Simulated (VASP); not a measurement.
Si3BTe2:

```
Si B Te
1.0
     3.61800    0.00000    0.00000
     0.00000    3.61800    0.00000
     0.00000    0.00000   11.56953
Si B Te
3 1 2
Direct
  0.50000 0.50000 0.75878
  0.50000 0.50000 0.24122
  0.00000 0.00000 0.50000
  0.00000 0.00000 0.00000
  0.50000 0.50000 0.50000
  0.50000 0.50000 0.00000
```

The cell was generated, and may not be a known phase.

- Program: VASP 6.6.1
- Task: relaxation of cell and atoms
- Functional: PBE
- Potentials or basis: VASP PAW PBE potentials, release 64 (Si, B, Te)
- Cutoff: 600 eV
- k mesh: 10 × 10 × 4
- Occupations: gaussian, width 0.1 eV
- Spin: no spin polarisation

At the start: pressure -0.3 GPa; volume 25.24 Å³/atom.

Task: How do energy, volume and symmetry change on relaxing?

Result: Over 11 steps the energy falls by 4.4 meV/atom and the volume is 25.09 Å³/atom (-0.6 %); space group P4/mmm (No. 123, to 0.1 Å) before and after.

The path:
```tsv
step	energy change (eV)	largest force (eV/Å)	pressure (GPa)	volume (Å³)
1	0.0000	0.0314	-0.28	151.44
2	-0.0173	0.0858	-0.07	150.48
3	-0.0190	0.1117	0.04	150.08
4	-0.0190	0.1135	0.05	150.06
5	-0.0203	0.1036	0.01	150.19
6	-0.0234	0.0744	-0.09	150.60
7	-0.0251	0.0122	-0.25	151.41
8	-0.0260	0.0117	-0.06	150.73
9	-0.0260	0.0150	-0.04	150.64
10	-0.0261	0.0121	-0.04	150.60
11	-0.0262	0.0098	-0.03	150.57
```

Final structure:
```
Si B Te
1.0
     3.64704    0.00000    0.00000
     0.00000    3.64704    0.00000
     0.00000    0.00000   11.31995
Si B Te
3 1 2
Direct
  0.50000 0.50000 0.75271
  0.50000 0.50000 0.24729
  0.00000 0.00000 0.50000
  0.00000 0.00000 0.00000
  0.50000 0.50000 0.50000
  0.50000 0.50000 0.00000
```

Caveat: the highest band is partly filled, so the run has too few bands.
